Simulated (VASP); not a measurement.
# CoSi2 (I4/mmm) in VASP: notebook, part 2 of 2

VASP 6.6.1. Earlier steps stand in the parts before.

### 4 Single point, PBEsol

This run uses another cell than the first one, of the same volume but with other edges.

INCAR reads:

```
SYSTEM = CoSi2
PREC = Accurate ; ENCUT = 520
EDIFF = 1E-6 ; ISMEAR = 0
SIGMA = 0.15 ; LREAL = .FALSE.
LASPH = .TRUE. ; NELM = 80
ALGO = Normal ; ISIF = 2
LWAVE = .FALSE. ; LCHARG = .FALSE.
GGA = PS ; NBANDS = 16
```

KPOINTS reads:

```
regular mesh
0
G
  18 18 18
  0 0 0
```

POSCAR reads:

```
CoSi2
1.0
    0.0000000000      3.0664212174      1.9931737913
    3.0664212174      0.0000000000      1.9931737913
    3.0664212174      3.0664212174      0.0000000000
Co Si
1 2
Direct
    0.0000000000      0.0000000000      0.0000000000
    0.2500000000      0.2500000000      0.2500000000
    0.7500000000      0.7500000000      0.7500000000
```

Potentials or basis: VASP PAW PBE potentials, release 64 (Co, Si).

Run with:

```bash
cat potpaw_PBE.64/Co/POTCAR potpaw_PBE.64/Si/POTCAR > POTCAR
mpirun -np 1 vasp_std > vasp.out
```

OUTCAR:

```text
SYSTEM = CoSi2
   PREC = Accurate
   ENCUT = 520
   EDIFF = 1E-6
   ISMEAR = 0
   LREAL = .FALSE.
   LASPH = .TRUE.
   NELM = 80
   ISIF = 2
   GGA = PS

 ion  position               nearest neighbor table
   1  0.000  0.000  0.000-   3 2.39   3 2.39   3 2.39   2 2.39   2 2.39   2 2.39   3 2.39   2 2.39

   2  0.250  0.250  0.250-   3 1.99   3 1.99   1 2.39   1 2.39   1 2.39   1 2.39   3 3.07   3 3.07
                             3 3.07   3 3.07
   3  0.750  0.750  0.750-   2 1.99   2 1.99   1 2.39   1 2.39   1 2.39   1 2.39   2 3.07   2 3.07
                             2 3.07   2 3.07

  LATTYP: Found a body centered tetragonal cell.
 ALAT       =     4.3365744736
 C/A-ratio  =     0.9192388155

  Lattice vectors:

 A1 = (   0.0000000000,  -3.0664212174,  -1.9931737913)
 A2 = (   0.0000000000,   3.0664212174,  -1.9931737913)
 A3 = (   3.0664212174,   0.0000000000,   1.9931737913)

Analysis of symmetry for initial positions (statically):
=====================================================================
 Subroutine PRICEL returns:
 Original cell was already a primitive cell.

 Routine SETGRP: Setting up the symmetry group for a
 body centered tetragonal supercell.

 Subroutine GETGRP returns: Found 16 space group operations
 (whereof 16 operations were pure point group operations)
 out of a pool of 16 trial point group operations.

The static configuration has the point symmetry D_4h.

Analysis of symmetry for dynamics (positions and initial velocities):
=====================================================================
 Subroutine PRICEL returns:
 Original cell was already a primitive cell.

 Routine SETGRP: Setting up the symmetry group for a
 body centered tetragonal supercell.

 Subroutine GETGRP returns: Found 16 space group operations
 (whereof 16 operations were pure point group operations)
[... 116 lines left out ...]
   NUPDOWN=      -1.0000    fix difference up-down
   EMIN   =  10.00;   EMAX   =-10.00  energy-range for DOS
   EFERMI =   0.00;   METHOD = LEGACY
   ISMEAR =     0;   SIGMA  =   0.15  broadening in eV -4-tet -1-fermi 0-gaus
   EFERMI_NEDOS =   21; number of points for ismear=-14 and -15
   IALGO  =     38    algorithm
   IMIX   =      4    mixing-type and parameters
     AMIX     =   0.40;   BMIX     =  1.00
     AMIX_MAG =   1.60;   BMIX_MAG =  1.00
  volume/ion in A,a.u.               =      12.49        84.32
  Fermi-wavevector in a.u.,A,eV,Ry     =   1.257800  2.376897 21.525240  1.582060
  Thomas-Fermi vector in A             =   2.391441
   LORBIT       =      0    0 simple, 1 ext, 2 COOP (PROOUT), +10 PAW based schemes
   GGA     = PS    functional components
   LHFCALC =     F    Hartree Fock is set to
   AEXX    =    0.0000 exact exchange contribution
   IVDW    =     0    specifies the selected vdW correction
   LEPSILON=     F    determine dielectric tensor
   LRPA    =     F    only Hartree local field effects (RPA)
 non-spin polarized calculation
 Gauss-broadening in eV      SIGMA  =   0.15
  energy-cutoff  :      520.00
  volume of cell :       37.48
 maximum number of plane-waves:      1030
   NGX = 13   NGY = 13   NGZ = 17

 number of electron      16.9999998 magnetization

 Free energy of the ion-electron system (eV)
  ---------------------------------------------------
  ext. energy  EPLUGINS =         0.00000000
  ---------------------------------------------------
  free energy    TOTEN  =       -17.68053898 eV

  energy without entropy =      -17.66284032  energy(sigma->0) =      -17.67168965

 E-fermi :  10.1422     XC(G=0): -11.9507

 val. band max:       10.1421222381   @ k =   0.4444   0.0556   0.1667
 cond. band min:      10.1435510769   @ k =  -0.4444   0.4444   0.0556
 fundamental gap:      0.0014288388
 Fermi energy:        10.1422341786

 k-point     1 :       0.0000    0.0000    0.0000
  band No.  band energies     occupation
      1      -3.6126      2.00000
      2       5.2723      2.00000
      3       7.5102      2.00000
      4       7.5102      2.00000
      5       7.5802      2.00000
      6       8.8647      2.00000
[... 433 lines left out ...]
      3       6.8260      2.00000
      4       7.1130      2.00000
      5       7.7234      2.00000
      6       7.9661      2.00000
[... 8 lines left out ...]
     15      18.1839      0.00000
     16      18.3705      0.00000

 [... further k-points ...]
[... 5 lines left out ...]
  --------------------------------------------------------------------------------------
  -------------------------------------------------------------------------------------
  Total       -3.4299979     -3.4299979     26.5874504      0.0000000      0.0000000     -0.0000000
  in kB     -146.6106941   -146.6106941   1136.4451763      0.0000000      0.0000000     -0.0000000
  external PRESSURE =     281.0745960 kB  Pullay stress =       0.0000000 kB

 VOLUME and BASIS-vectors are now :
 -----------------------------------------------------------------------------
  energy-cutoff  :      520.00
  volume of cell :       37.48
      direct lattice vectors                 reciprocal lattice vectors
     0.000000000  3.066421217  1.993173791    -0.163056529  0.163056529  0.250856198
     3.066421217  0.000000000  1.993173791     0.163056529 -0.163056529  0.250856198
     3.066421217  3.066421217  0.000000000     0.163056529  0.163056529 -0.250856198

 POSITION                                       TOTAL-FORCE (eV/Angst)
 -----------------------------------------------------------------------------------
      0.00000      0.00000      0.00000         0.000000      0.000000     -0.000000
      1.53321      1.53321      0.99659         0.000000      0.000000     -0.000000
      4.59963      4.59963      2.98976        -0.000000     -0.000000      0.000000
 -----------------------------------------------------------------------------------
    total drift:                               -0.000000      0.000000      0.000000

  FREE ENERGIE OF THE ION-ELECTRON SYSTEM (eV)
  ---------------------------------------------------
  free  energy   TOTEN  =       -17.6805389802 eV

  energy  without entropy=      -17.6628403179  energy(sigma->0) =      -17.67168965
```

OSZICAR:

```text
N       E                     dE             d eps       ncg     rms          rms(c)
DAV:   1     0.612101637188E+02    0.61210E+02   -0.68113E+03 15424   0.102E+03
DAV:   2    -0.171914917708E+02   -0.78402E+02   -0.70033E+02 17360   0.203E+02
DAV:   3    -0.204604222770E+02   -0.32689E+01   -0.31857E+01 19720   0.454E+01
DAV:   4    -0.205217450056E+02   -0.61323E-01   -0.61283E-01 18776   0.604E+00
DAV:   5    -0.205236119973E+02   -0.18670E-02   -0.18669E-02 20600   0.110E+00    0.185E+01
DAV:   6    -0.316531962694E+02   -0.11130E+02   -0.41000E+01 16112   0.151E+02    0.334E+01
DAV:   7    -0.178822246647E+02    0.13771E+02   -0.20537E+01 18136   0.111E+02    0.632E+00
DAV:   8    -0.177322303346E+02    0.14999E+00   -0.22577E+00 21376   0.180E+01    0.323E+00
DAV:   9    -0.177016101041E+02    0.30620E-01   -0.21494E-01 19648   0.846E+00    0.153E+00
DAV:  10    -0.176812295069E+02    0.20381E-01   -0.29202E-02 20240   0.344E+00    0.448E-01
DAV:  11    -0.176805783033E+02    0.65120E-03   -0.41113E-03 24312   0.842E-01    0.139E-01
DAV:  12    -0.176805407657E+02    0.37538E-04   -0.34925E-04 21664   0.256E-01    0.210E-02
DAV:  13    -0.176805393436E+02    0.14221E-05   -0.76442E-06 23232   0.368E-02    0.678E-03
DAV:  14    -0.176805389802E+02    0.36340E-06   -0.10403E-06 11936   0.204E-02
   1 F= -.17680539E+02 E0= -.17671690E+02  d E =-.176987E-01
```

It took 1.9 min on 1 thread of Intel Xeon 6975P-C (Granite Rapids), shared host; peak memory 0.39 GiB.

Results:

| Item | Value |
| --- | --- |
| Free energy | -17.6805 eV |
| Pressure | 28.1 GPa |

Stress tensor (GPa, compression positive):
```
-14.66   0.00   0.00
  0.00 -14.66   0.00
  0.00   0.00 113.64
```

Caveat: the PAW data sets were made with another functional, which shifts forces and pressure a little.

### 5 Single point, PBEsol

This run uses another cell than the first one, of the same volume but with other edges.

INCAR reads:

```
SYSTEM = CoSi2
PREC = Accurate
ENCUT = 520
EDIFF = 1E-7
ISMEAR = 0
SIGMA = 0.15
LREAL = .FALSE.
LASPH = .TRUE.
NELM = 60
ALGO = Normal
ISIF = 2
LWAVE = .FALSE.
LCHARG = .FALSE.
GGA = PS
NBANDS = 16
```

KPOINTS reads:

```
Automatic mesh
0
G
  18 18 18
  0 0 0
```

POSCAR reads:

```
CoSi2
1.0
    0.0000000000      2.3204515793      3.4806773690
    2.3204515793      0.0000000000      3.4806773690
    2.3204515793      2.3204515793      0.0000000000
Co Si
1 2
Direct
    0.0000000000      0.0000000000      0.0000000000
    0.2500000000      0.2500000000      0.2500000000
    0.7500000000      0.7500000000      0.7500000000
```

Run with:

```bash
cat potpaw_PBE.64/Co/POTCAR potpaw_PBE.64/Si/POTCAR > POTCAR
mpirun -np 1 vasp_std > vasp.out
```

Wall time 91 s (1 thread of Intel Xeon 6975P-C (Granite Rapids), shared host); peak memory 0.39 GiB.

It converged, with:

* Free energy: -19.6320 eV
* Pressure: 9.0 GPa

Stress tensor (GPa, compression positive):
```
 25.81   0.00   0.00
  0.00  25.81   0.00
  0.00   0.00 -24.76
```

Levels at points of the mesh, in eV from the Fermi level:
```
           k point  band 5  band 6  band 7  band 8  band 9  band 10  band 11  band 12  band 13  band 14
(0.00, 0.00, 0.00)   -2.90   -2.60   -1.06    1.49    1.49     1.67     2.10     3.11     5.12     5.12
(0.50, 0.00, 0.00)   -2.67   -2.66   -1.50   -0.78    0.67     1.00     2.92     4.20     6.02     9.14
(0.50, 0.50, 0.00)   -2.54   -2.54   -2.22   -2.22   -0.93     2.92     3.40     7.51     8.70    11.29
(0.50, 0.00, 0.50)   -3.20   -2.51   -2.30   -0.85   -0.54     0.36     2.39     5.16     5.54     6.52
```

Caveat: the PAW data sets were made with another functional, which shifts forces and pressure a little. Spin polarisation is off, so any magnetic state and its effect on volume and gap are missing.

### 6 Single point, PBEsol

INCAR reads:

```
SYSTEM = CoSi2
ALGO = Normal
EDIFF = 1E-6
ENCUT = 520
GGA = PS
ISIF = 2
ISMEAR = 0
LASPH = .True.
LCHARG = .True.
LELF = .True.
LREAL = .False.
LVHAR = .True.
LWAVE = .False.
NBANDS = 16
NELM = 80
PREC = Accurate
SIGMA = 0.15
```

KPOINTS reads:

```
k-points
0
Gamma
  18 18 18
  0 0 0
```

POSCAR reads:

```
CoSi2
1.0
    0.0000000000      2.6926455349      2.5849397135
    2.6926455349      0.0000000000      2.5849397135
    2.6926455349      2.6926455349      0.0000000000
Co Si
1 2
Direct
    0.0000000000      0.0000000000      0.0000000000
    0.2500000000      0.2500000000      0.2500000000
    0.7500000000      0.7500000000      0.7500000000
```

Potentials or basis: VASP PAW PBE potentials, release 64 (Co, Si).

Run with:

```bash
cat potpaw_PBE.64/Co/POTCAR potpaw_PBE.64/Si/POTCAR > POTCAR
mpirun -np 1 vasp_std > vasp.out
```

It took 1.7 min on 1 thread of Intel Xeon 6975P-C (Granite Rapids), shared host; peak memory 0.38 GiB.

The run converged. Its results:

```
Free energy : -20.9729 eV
Pressure    : 0.2 GPa
```

Stress tensor (GPa, compression positive):
```
-1.39  0.00  0.00
 0.00 -1.39  0.00
 0.00  0.00  3.24
```

Levels at points of the mesh, in eV from the Fermi level:
```
           k point  band 6  band 7  band 8  band 9  band 10  band 11  band 12  band 13
(0.00, 0.00, 0.00)   -1.88    1.05    3.16    3.29     3.29     3.72     3.72     3.73
(0.50, 0.00, 0.00)   -1.69   -1.67   -0.62   -0.35     2.79     3.45     3.46     4.66
(0.50, 0.50, 0.00)   -1.99   -1.99   -1.89   -1.41     1.49     2.76     8.70     9.76
(0.50, 0.00, 0.50)   -2.17   -2.05   -1.94   -1.35     1.79     2.97     8.55     9.26
```

Caveat: the PAW data sets were made with another functional, which shifts forces and pressure a little.

### 7 Summary

```csv
cell,gap on the mesh (eV),pressure (GPa)
"a = 3.711, b = 3.711, c = 3.862 Å, angles 58.6, 58.6, 62.7°, 3 atoms",none,0.6
"a = 3.825, b = 3.825, c = 3.639 Å, angles 61.6, 61.6, 56.8°, 3 atoms",none,0.6
"a = 3.657, b = 3.657, c = 4.337 Å, angles 53.6, 53.6, 72.7°, 3 atoms",none,28.1
"a = 4.183, b = 4.183, c = 3.282 Å, angles 66.9, 66.9, 46.2°, 3 atoms",none,9.0
"a = 3.733, b = 3.733, c = 3.808 Å, angles 59.3, 59.3, 61.3°, 3 atoms",none,0.2
```

Alike in all rows: task single point; level PBEsol; potentials or basis VASP PAW PBE potentials, release 64 (Co, Si); no spin polarisation; k mesh 18 × 18 × 18; cutoff (eV) 520; smearing gaussian 0.15 eV.

Caveats: the PAW data sets were made with another functional, which shifts forces and pressure a little.

Absolute energies hang on the potentials; compare differences alone.
